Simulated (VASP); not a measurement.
A run of VASP 6.6.1:

The input INCAR:

```
SYSTEM = GeB26N27
PREC = Accurate
ENCUT = 520
EDIFF = 1E-8
ISMEAR = -1
SIGMA = 0.01
LREAL = Auto
LASPH = .True.
NELM = 60
ALGO = Normal
ISIF = 2
LWAVE = .False.
LCHARG = .False.
GGA = PE
LEFG = .True.
NELECT = 226.0
NBANDS = 146
```

Contents of KPOINTS:

```
Automatic mesh
0
Gamma
  3 3 3
  0 0 0
```

The input POSCAR:

```
GeB26N27
1.0
    0.0000000000      5.4225000000      5.4225000000
    5.4225000000      0.0000000000      5.4225000000
    5.4225000000      5.4225000000      0.0000000000
Ge B N
1 26 27
Direct
    0.0000000000      0.0000000000      0.0000000000
    0.0000000000      0.0000000000      0.3333333333
    0.0000000000      0.0000000000      0.6666666667
    0.0000000000      0.3333333333      0.0000000000
    0.0000000000      0.3333333333      0.3333333333
    0.0000000000      0.3333333333      0.6666666667
    0.0000000000      0.6666666667      0.0000000000
    0.0000000000      0.6666666667      0.3333333333
    0.0000000000      0.6666666667      0.6666666667
    0.3333333333      0.0000000000      0.0000000000
    0.3333333333      0.0000000000      0.3333333333
    0.3333333333      0.0000000000      0.6666666667
    0.3333333333      0.3333333333      0.0000000000
    0.3333333333      0.3333333333      0.3333333333
    0.3333333333      0.3333333333      0.6666666667
    0.3333333333      0.6666666667      0.0000000000
    0.3333333333      0.6666666667      0.3333333333
    0.3333333333      0.6666666667      0.6666666667
    0.6666666667      0.0000000000      0.0000000000
    0.6666666667      0.0000000000      0.3333333333
    0.6666666667      0.0000000000      0.6666666667
    0.6666666667      0.3333333333      0.0000000000
    0.6666666667      0.3333333333      0.3333333333
    0.6666666667      0.3333333333      0.6666666667
    0.6666666667      0.6666666667      0.0000000000
    0.6666666667      0.6666666667      0.3333333333
    0.6666666667      0.6666666667      0.6666666667
    0.0833333333      0.0833333333      0.0833333333
    0.0833333333      0.0833333333      0.4166666667
    0.0833333333      0.0833333333      0.7500000000
    0.0833333333      0.4166666667      0.0833333333
    0.0833333333      0.4166666667      0.4166666667
    0.0833333333      0.4166666667      0.7500000000
    0.0833333333      0.7500000000      0.0833333333
    0.0833333333      0.7500000000      0.4166666667
    0.0833333333      0.7500000000      0.7500000000
    0.4166666667      0.0833333333      0.0833333333
    0.4166666667      0.0833333333      0.4166666667
    0.4166666667      0.0833333333      0.7500000000
    0.4166666667      0.4166666667      0.0833333333
    0.4166666667      0.4166666667      0.4166666667
    0.4166666667      0.4166666667      0.7500000000
    0.4166666667      0.7500000000      0.0833333333
    0.4166666667      0.7500000000      0.4166666667
    0.4166666667      0.7500000000      0.7500000000
    0.7500000000      0.0833333333      0.0833333333
    0.7500000000      0.0833333333      0.4166666667
    0.7500000000      0.0833333333      0.7500000000
    0.7500000000      0.4166666667      0.0833333333
    0.7500000000      0.4166666667      0.4166666667
    0.7500000000      0.4166666667      0.7500000000
    0.7500000000      0.7500000000      0.0833333333
    0.7500000000      0.7500000000      0.4166666667
    0.7500000000      0.7500000000      0.7500000000
```

Potentials or basis: VASP PAW PBE potentials, release 64 (Ge_d, B, N).

The run is started by

```bash
$ cat potpaw_PBE.64/Ge_d/POTCAR potpaw_PBE.64/B/POTCAR potpaw_PBE.64/N/POTCAR > POTCAR
$ mpirun -np 1 vasp_std > vasp.out
```

Hardware: 1 thread of AMD EPYC 9R45 96-Core Processor (Zen 5), with other jobs on the host.

Question: How long does it take, and how much memory?

Answer: Run time: 11 min on 1 thread of AMD EPYC 9R45 96-Core Processor (Zen 5), on a shared host, peak memory 0.54 GiB. Counts: scf iterations 19, k points 4.
